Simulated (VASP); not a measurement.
# Sn3GeO4: single point with PBE

Sn3GeO4:

```
Sn Ge O
1.0
    -2.69120    2.69120    4.97945
     2.69120   -2.69120    4.97945
     2.69120    2.69120   -4.97945
Sn Ge O
3 1 4
Direct
  0.62854 0.62854 0.00000
  0.36623 0.86623 0.50000
  0.86623 0.36623 0.50000
  0.14965 0.14965 0.00000
  0.00212 0.00212 0.50956
  0.49256 0.49256 0.49044
  0.00212 0.49256 0.00000
  0.49256 0.00212 0.00000
```

```json
{"Program": "VASP 6.6.1", "Task": "single point", "Functional": "PBE", "Potentials or basis": "VASP PAW PBE potentials, release 64 (Sn_d, Ge_d, O_h)", "Cutoff": "1340 eV", "k mesh": "4 × 4 × 4", "Occupations": "gaussian, width 0.1 eV", "Spin": "no spin polarisation", "Dipole correction": "no", "Further INCAR settings": "ALGO = Normal; EDIFF = 1e-06; NBANDS = 50"}
```

| Property | Result |
| --- | --- |
| Pressure | 0.2 GPa |
| Largest force | 0.066 eV/Å |
| Band gap on the k mesh | 0.79 eV (least direct gap 2.08 eV) |

Forces in eV/Å, atoms in the order of the input:
```
Sn   0.000  0.000 -0.064
Sn   0.000  0.000  0.066
Sn   0.000  0.000  0.066
Ge   0.000  0.000 -0.060
O   -0.003 -0.003 -0.002
O    0.003  0.003 -0.002
O    0.003 -0.003 -0.002
O   -0.003  0.003 -0.002
```

Levels at points of the mesh, in eV from the valence-band top:
| k point | band 37 | band 38 | band 39 | band 40 | band 41 | band 42 | band 43 | band 44 |
| --- | --- | --- | --- | --- | --- | --- | --- | --- |
| (0.00, 0.00, 0.00) | -2.17 | -2.10 | -1.98 | 0.00 | 2.15 | 2.93 | 2.93 | 4.06 |
| (0.50, 0.00, 0.00) | -2.35 | -2.30 | -0.98 | -0.73 | 2.54 | 2.69 | 2.71 | 3.13 |
| (0.50, 0.50, 0.00) | -2.19 | -2.15 | -1.33 | -1.32 | 2.48 | 3.01 | 3.06 | 3.56 |
| (0.50, 0.50, 0.50) | -1.98 | -1.96 | -1.50 | -1.47 | 0.79 | 0.79 | 1.67 | 3.56 |

Wall time 12 min on 1 thread of Intel(R) Xeon(R) Platinum 8375C CPU @ 2.90GHz (Ice Lake), with other jobs on the host, peak memory 1.1 GiB.

Caveat: spin-orbit coupling is left out, which moves the levels of the heavy elements. A k mesh can miss the band edges.
